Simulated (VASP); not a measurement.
# HfN (Pm-3m) in VASP: a series of runs

Aim: see how the results for HfN move with the level of theory and the settings. Levels: PBEsol-based screened hybrid, HSE06, PBE0. Tasks: single point.

Everything below comes from runs of VASP 6.6.1. Logs are shortened: lines on timing, memory, paths and dates and some standing lists are left out, and cuts for length are marked.

**1. The cell of the first run**

The structure is cubic, space group Pm-3m (No. 221). The conventional cell has a = 2.778 Å, b = 2.778 Å, c = 2.778 Å, α = 90.00°, β = 90.00°, γ = 90.00°. Within 3.2 Å of Hf (site symmetry m-3m) lie 8 N at 2.41 Å and 6 Hf at 2.78 Å. Within 3.2 Å of N (site symmetry m-3m) lie 8 Hf at 2.41 Å and 6 N at 2.78 Å.

**2. Single point, PBEsol-based screened hybrid**

The input, POSCAR:

```
HfN
1.0
    2.7783229086      0.0000000000      0.0000000000
    0.0000000000      2.7783229086      0.0000000000
    0.0000000000      0.0000000000      2.7783229086
Hf N
1 1
Direct
    0.5000000000      0.5000000000      0.5000000000
    0.0000000000      0.0000000000      0.0000000000
```

The input, INCAR.step1:

```
PREC     = Accurate       # precision mode
ENCUT    = 520            # plane-wave cutoff, eV
EDIFF    = 1E-5           # SCF threshold, eV
ISMEAR   = -1             # smearing method
SIGMA    = 0.05           # smearing width, eV
LREAL    = False          # projectors in reciprocal space
LASPH    = True           # aspherical terms in the spheres
NELM     = 80             # most SCF steps
ALGO     = Normal         # electronic algorithm
ISIF     = 2              # what is computed and relaxed
LWAVE    = True           # write WAVECAR
LCHARG   = False          # write CHGCAR
GGA      = PE             # functional
NBANDS   = 14             # bands
```

The input, INCAR.step2:

```
PREC     = Accurate       # precision mode
ENCUT    = 520            # plane-wave cutoff, eV
EDIFF    = 1E-6           # SCF threshold, eV
ISMEAR   = -1             # smearing method
SIGMA    = 0.05           # smearing width, eV
LREAL    = False          # projectors in reciprocal space
LASPH    = True           # aspherical terms in the spheres
NELM     = 80             # most SCF steps
ALGO     = Normal         # electronic algorithm
ISIF     = 2              # what is computed and relaxed
LWAVE    = False          # write WAVECAR
LCHARG   = False          # write CHGCAR
GGA      = PS             # functional
LHFCALC  = True           # exact exchange
AEXX     = 0.25           # exact-exchange fraction
HFSCREEN = 0.207          # screening, 1/A
PRECFOCK = Normal       
ISTART   = 1            
NBANDS   = 14             # bands
```

The input, KPOINTS:

```
regular mesh
0
Gamma
  5 5 5
```

Potentials or basis: VASP PAW PBE potentials, release 64 (Hf_pv, N).

Launch:

```console
$ cat potpaw_PBE.64/Hf_pv/POTCAR potpaw_PBE.64/N/POTCAR > POTCAR
$ cp INCAR.step1 INCAR
$ mpirun -np 1 vasp_std > vasp.out
$ cp INCAR.step2 INCAR
$ mpirun -np 1 vasp_std > vasp.out
```

OUTCAR:

```text
PREC = Accurate
   ENCUT = 520
   EDIFF = 1E-6
   ISMEAR = -1
   LREAL = False
   LASPH = True
   NELM = 80
   ISIF = 2
   GGA = PS
   LHFCALC = True
   AEXX = 0.25
   HFSCREEN = 0.207
   PRECFOCK = Normal
   ISTART = 1

 ion  position               nearest neighbor table
   1  0.500  0.500  0.500-   2 2.41   2 2.41   2 2.41   2 2.41   2 2.41   2 2.41   2 2.41   2 2.41

   2  0.000  0.000  0.000-   1 2.41   1 2.41   1 2.41   1 2.41   1 2.41   1 2.41   1 2.41   1 2.41

  LATTYP: Found a simple cubic cell.
 ALAT       =     2.7783229086

  Lattice vectors:

 A1 = (   2.7783229086,   0.0000000000,   0.0000000000)
 A2 = (   0.0000000000,   2.7783229086,   0.0000000000)
 A3 = (   0.0000000000,   0.0000000000,   2.7783229086)

Analysis of symmetry for initial positions (statically):
=====================================================================
 Subroutine PRICEL returns:
 Original cell was already a primitive cell.

 Routine SETGRP: Setting up the symmetry group for a
 simple cubic supercell.

 Subroutine GETGRP returns: Found 48 space group operations
 (whereof 48 operations were pure point group operations)
 out of a pool of 48 trial point group operations.

The static configuration has the point symmetry O_h .

Analysis of symmetry for dynamics (positions and initial velocities):
=====================================================================
 Subroutine PRICEL returns:
 Original cell was already a primitive cell.

 Routine SETGRP: Setting up the symmetry group for a
 simple cubic supercell.

 Subroutine GETGRP returns: Found 48 space group operations
 (whereof 48 operations were pure point group operations)
 out of a pool of 48 trial point group operations.

The dynamic configuration has the point symmetry O_h .

 Subroutine INISYM returns: Found 48 space group operations
 (whereof 48 operations are pure point group operations),
 and found     1 'primitive' translations

----------------------------------------------------------------------------------------

                                     Primitive cell

  volume of cell :      21.4461

  direct lattice vectors                    reciprocal lattice vectors
     2.778322909  0.000000000  0.000000000     0.359929365  0.000000000  0.000000000
     0.000000000  2.778322909  0.000000000     0.000000000  0.359929365  0.000000000
     0.000000000  0.000000000  2.778322909     0.000000000  0.000000000  0.359929365

  length of vectors
[... 84 lines left out ...]
   IALGO  =     38    algorithm
   IMIX   =      1    mixing-type and parameters
     AMIX     =   0.40;   BMIX     =  1.00
     AMIX_MAG =   1.60;   BMIX_MAG =  1.00
  volume/ion in A,a.u.               =      10.72        72.36
  Fermi-wavevector in a.u.,A,eV,Ry     =   1.453190  2.746132 28.732272  2.111762
  Thomas-Fermi vector in A             =   2.570486
   LORBIT       =      0    0 simple, 1 ext, 2 COOP (PROOUT), +10 PAW based schemes
   GGA     = PS    functional components
   LHFCALC =     T    Hartree Fock is set to
   PRECFOCK=normal    Normal, Fast or Accurate (Low or Medium for compatibility)
   ENCUT4O =  -1.0   cutoff for four orbital integrals eV
   NKREDX  =     1    reduce k-point grid by
   NKREDY  =     1    reduce k-point grid by
   NKREDZ  =     1    reduce k-point grid by
   AEXX    =    0.2500 exact exchange contribution
   HFSCREEN=    0.2070 screening length (either q_TF or 0.3 A-1)
   HFSCREENC=   0.2070 screening length for correlation (either q_TF or 0.3 A-1)
   ENCUTFOCK=  -1.0 apply spherical cutoff to Coloumb kernel
   IVDW    =     0    specifies the selected vdW correction
   LEPSILON=     F    determine dielectric tensor
   LRPA    =     F    only Hartree local field effects (RPA)
 non-spin polarized calculation
  energy-cutoff  :      520.00
  volume of cell :       21.45
 maximum number of plane-waves:       588
 NGX is ok and might be reduce to    24
  NGX = 16; NGY = 16; NGZ = 16

 number of electron      15.0000004 magnetization

 Free energy of the ion-electron system (eV)
  ---------------------------------------------------
  ext. energy  EPLUGINS =         0.00000000
  ---------------------------------------------------
  free energy    TOTEN  =       -24.08692287 eV

  energy without entropy =      -24.08548783  energy(sigma->0) =      -24.08620535

 E-fermi :   8.2850     XC(G=0): -10.8667

 val. band max:        7.1549784651   @ k =   0.4000   0.2000   0.0000
 cond. band min:       8.4061846926   @ k =   0.2000   0.0000   0.0000
 fundamental gap:      1.2512062275
 Fermi energy:         8.2850000711

 k-point     1 :       0.0000    0.0000    0.0000
  band No.  band energies     occupation
      1     -24.6371      2.00000
      2     -24.6371      2.00000
      3     -24.6371      2.00000
      4     -10.9131      2.00000
      5       4.7437      2.00000
      6       4.7437      2.00000
      7       6.0399      2.00000
      8       6.0399      2.00000
      9       6.0399      2.00000
     10      12.4707      0.00000
     11      15.1826      0.00000
     12      15.1826      0.00000
     13      15.1826      0.00000
     14      22.1574      0.00000
[... 139 lines left out ...]
      1     -25.6870      2.00000
      2     -25.6443      2.00000
      3     -25.6443      2.00000
      4      -7.4899      2.00000
      5      -0.0452      2.00000
      6      -0.0452      2.00000
      7       1.1660      2.00000
      8      13.6959      0.00000
      9      14.5159      0.00000
     10      14.5159      0.00000
     11      16.9635      0.00000
     12      16.9635      0.00000
     13      18.9702      0.00000
     14      22.1591      0.00000

------------------------ aborting loop because EDIFF is reached ----------------------------------------

  FORCE on cell =-STRESS in cart. coord.  units (eV):
  Direction    XX          YY          ZZ          XY          YZ          ZX
  --------------------------------------------------------------------------------------
  -------------------------------------------------------------------------------------
  Total       -0.6348585     -0.6348585     -0.6348585      0.0000000      0.0000000      0.0000000
  in kB      -47.4285006    -47.4285006    -47.4285006      0.0000000      0.0000000      0.0000000
  external PRESSURE =     -47.4285006 kB  Pullay stress =       0.0000000 kB

 VOLUME and BASIS-vectors are now :
 -----------------------------------------------------------------------------
  energy-cutoff  :      520.00
  volume of cell :       21.45
      direct lattice vectors                 reciprocal lattice vectors
     2.778322909  0.000000000  0.000000000     0.359929365  0.000000000  0.000000000
     0.000000000  2.778322909  0.000000000     0.000000000  0.359929365  0.000000000
     0.000000000  0.000000000  2.778322909     0.000000000  0.000000000  0.359929365

 POSITION                                       TOTAL-FORCE (eV/Angst)
 -----------------------------------------------------------------------------------
      1.38916      1.38916      1.38916         0.000000      0.000000      0.000000
      0.00000      0.00000      0.00000         0.000000      0.000000      0.000000
 -----------------------------------------------------------------------------------
    total drift:                                0.000002     -0.000000     -0.000000

  FREE ENERGIE OF THE ION-ELECTRON SYSTEM (eV)
  ---------------------------------------------------
  free  energy   TOTEN  =       -24.0869228679 eV

  energy  without entropy=      -24.0854878290  energy(sigma->0) =      -24.08620535
```

OSZICAR.step1:

```text
N       E                     dE             d eps       ncg     rms          rms(c)
DAV:   1     0.341028701777E+02    0.34103E+02   -0.82029E+03   280   0.106E+03
DAV:   2    -0.207458566731E+02   -0.54849E+02   -0.49857E+02   358   0.233E+02
DAV:   3    -0.224748880705E+02   -0.17290E+01   -0.17211E+01   316   0.319E+01
DAV:   4    -0.224797411010E+02   -0.48530E-02   -0.48522E-02   390   0.201E+00
DAV:   5    -0.224797658593E+02   -0.24758E-04   -0.24758E-04   304   0.125E-01    0.428E+01
DAV:   6    -0.198561849490E+02    0.26236E+01   -0.49086E+00   310   0.198E+01    0.364E+01
DAV:   7    -0.198218179413E+02    0.34367E-01   -0.69138E-01   316   0.590E+00    0.247E+01
DAV:   8    -0.198091839273E+02    0.12634E-01   -0.19630E-01   322   0.330E+00    0.865E+00
DAV:   9    -0.197943366875E+02    0.14847E-01   -0.53063E-02   340   0.166E+00    0.253E+00
DAV:  10    -0.197936969817E+02    0.63971E-03   -0.29970E-03   304   0.490E-01    0.227E-01
DAV:  11    -0.197936455694E+02    0.51412E-04   -0.14348E-04   322   0.123E-01    0.226E-02
DAV:  12    -0.197936470387E+02   -0.14694E-05   -0.83133E-06   180   0.238E-02
   1 F= -.19793647E+02 E0= -.19792919E+02  d E =-.145640E-02
```

It took 3.1 min on 1 thread of Intel Xeon Platinum 8375C at 2.90GHz (Ice Lake), shared host; peak memory 0.25 GiB.

Results:

```yaml
Free_energy: -24.0869 eV
Pressure: -4.7 GPa
```

Caveat: the k points lie up to 0.45 Å⁻¹ apart; the PAW data sets were made with another functional, which shifts forces and pressure a little; spin-orbit coupling is left out, which moves the levels of the heavy elements.

[end of part 1 of 2]
